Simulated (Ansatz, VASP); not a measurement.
## Ge: VASP beside Ansatz

The input INCAR:

```
ALGO     = Normal         # electronic algorithm
EDIFF    = 1E-6           # SCF threshold, eV
ENCUT    = 520            # plane-wave cutoff, eV
GGA      = PS             # functional
ISIF     = 2              # what is computed and relaxed
ISMEAR   = 0              # smearing method
LASPH    = T              # aspherical terms in the spheres
LCHARG   = T              # write CHGCAR
LELF     = T              # ELF
LREAL    = F              # projectors in reciprocal space
LVHAR    = T            
LWAVE    = F              # write WAVECAR
NBANDS   = 21             # bands
NELM     = 60             # most SCF steps
PREC     = Accurate       # precision mode
SIGMA    = 0.15           # smearing width, eV
```

File KPOINTS:

```
k-points
0
Gamma
  18 18 10
```

Contents of POSCAR:

```
Ge
1.0
    1.4880529250     -2.6076630580      0.0000000000
    1.4880529250      2.6076630580      0.0000000000
    0.0000000000      0.0000000000      4.7275957900
Ge
2
Direct
    0.6665533700      0.3334466300      0.2500000000
    0.3334466300      0.6665533700      0.7500000000
```

Input for Ansatz:

```yaml
crystal:
  lattice:
    - [1.488052925, -2.607663058, 0.0]
    - [1.488052925, 2.607663058, 0.0]
    - [0.0, 0.0, 4.72759579]
  atoms:
    - { symbol: Ge, position: [0.66655337, 0.33344663, 0.25] }
    - { symbol: Ge, position: [0.33344663, 0.66655337, 0.75] }
basis:
  ecutwfc: 420
kpoints:
  mp_grid: { grid: [18, 18, 10] }
hamiltonian:
  xc: pbesol
scf:
  occupations: { method: gaussian, width: 0.15 }
output:
  forces: true
  stress: true
  eigenvalues: true
```

Change from the starting cell: strain +0.0050 x Voigt [0, 1, 0, 0, 0, 0], atoms carried along.

Alike in both runs: task single point; functional PBEsol; k mesh 18 × 18 × 10; occupations gaussian, width 0.15 eV; no spin polarisation.

|  | VASP | Ansatz |
| --- | --- | --- |
| version | VASP 6.6.1 | Ansatz 0.2.0 |
| potentials or method | VASP PAW PBE potentials, release 64 (Ge_d), cutoff 520 eV | scalar-relativistic, plane waves, PAW |
| valence electrons in the cell | 28 | 28 |

|  | VASP | Ansatz | Ansatz less VASP |
| --- | --- | --- | --- |
| gap on the k mesh at the Fermi level (eV) | none | none | - |
| pressure (GPa) | 0.1 | 0.0 | -0.04 |
| traceless stress, the component that is largest in VASP (GPa) | 0.23 | 0.24 | +0.005 |
| rms of the force components (eV/Å) | 0.005 | 0.005 | 0.0000 |

VASP's potentials were made for PBE, not for PBEsol. Atom by atom the forces differ by 0.000 eV/Å (rms over components). A gap of «none» marks a metal or a gap that the smearing closes. The functional is the same, so the differences come from potentials, cutoffs and numerics.
